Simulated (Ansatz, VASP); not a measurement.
**One calculation of Co, two programs**

```
CELL_PARAMETERS angstrom
2.48736 0.00000 0.00000
-1.24368 2.15412 0.00000
0.00000 0.00000 4.06329
ATOMIC_POSITIONS crystal
Co 0.33333 0.66667 0.74014
Co 0.66667 0.33333 0.25986
```

Alike in both runs: task relaxation of cell and atoms; functional PBEsol; dispersion D3(BJ); k mesh 12 × 12 × 7; occupations fermi-dirac, width 0.05 eV; collinear spin.

|  | VASP | Ansatz |
| --- | --- | --- |
| version | VASP 6.6.1 | Ansatz 0.2.0 |
| potentials or method | VASP PAW PBE potentials, release 64 (Co) | Ansatz PAW |
| plane-wave cutoff (eV) | 600 | 420 |
| valence electrons in the cell | 18 | 34 |

Ansatz gave:

- gap on the k mesh at the Fermi level, each at its own relaxed structure (eV): none
- net moment per atom (μB): 1.53
- size of the moment on the site where the two differ most (μB): 1.59
- relaxed volume (Å³/atom): 10.10
- relaxed cell length with the largest relative difference (Å): 2.436

Problem. What did VASP give for the same quantities?

Solution. gap on the k mesh at the Fermi level, each at its own relaxed structure (eV): none; net moment per atom (μB): 1.52; size of the moment on the site where the two differ most (μB): 1.52; relaxed volume (Å³/atom): 10.05; relaxed cell length with the largest relative difference (Å): 2.431.

VASP's potentials were made for PBE, not for PBEsol. Site moments also hang on the region over which each program counts them. A gap of «none» marks a metal or a gap that the smearing closes. VASP's potentials hold 18 valence electrons a cell and Ansatz's 34, so a difference there can come from the potentials and not from the codes.

Noted on Ansatz's run: the plane-wave basis is chosen anew once the cell has moved, so the energies of steps on either side of that aren't comparable.
